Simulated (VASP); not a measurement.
Set up this calculation in VASP 6.6.1, as the native input.

```
Task                   : single point
Functional             : PBE
Potentials or basis    : VASP PAW PBE potentials, release 64 (Nb_sv, Ru_pv, C)
Cutoff                 : 520 eV
k mesh                 : 6 × 6 × 6
Occupations            : fermi-dirac, width 0.1 eV
Spin                   : no spin polarisation
Dipole correction      : no
Further INCAR settings : ALGO = Normal; EDIFF = 1e-07; NBANDS = 38
```

The structure of NbRu3C lies in POSCAR:

```
NbRu3C
1.0
    4.1186348188      0.0000000000      0.0000000000
    0.0000000000      4.1186348188      0.0000000000
    0.0000000000      0.0000000000      4.1186348188
Nb Ru C
1 3 1
Direct
    0.0000000000      0.0000000000      0.0000000000
    0.0000000000      0.5000000000      0.5000000000
    0.5000000000      0.0000000000      0.5000000000
    0.5000000000      0.5000000000      0.0000000000
    0.5000000000      0.5000000000      0.5000000000
```

These files were run (other wordings do the same):

INCAR

```
ALGO     = Normal         # electronic algorithm
EDIFF    = 1E-7           # SCF threshold, eV
ENCUT    = 520            # plane-wave cutoff, eV
GGA      = PE             # functional
ISIF     = 2              # what is computed and relaxed
ISMEAR   = -1             # smearing method
LASPH    = True           # aspherical terms in the spheres
LCHARG   = False          # write CHGCAR
LREAL    = False          # projectors in reciprocal space
LWAVE    = False          # write WAVECAR
NBANDS   = 38             # bands
NELM     = 60             # most SCF steps
PREC     = Accurate       # precision mode
SIGMA    = 0.1            # smearing width, eV
```

KPOINTS

```
k-points
0
Gamma
  6 6 6
```

Potentials or basis: VASP PAW PBE potentials, release 64 (Nb_sv, Ru_pv, C).

Command:

```bash
$ cat potpaw_PBE.64/Nb_sv/POTCAR potpaw_PBE.64/Ru_pv/POTCAR potpaw_PBE.64/C/POTCAR > POTCAR
$ mpirun -np 1 vasp_std > vasp.out
```

Results of the run:

* Pressure: -12.9 GPa
* Band gap on the k mesh: zero (an odd number of electrons rules out a gap without spin polarisation)

Caveat: the cell stands under tension.

Run time: 97 s on 1 thread of AMD EPYC 7R13, with other jobs on the host, peak memory 0.18 GiB.
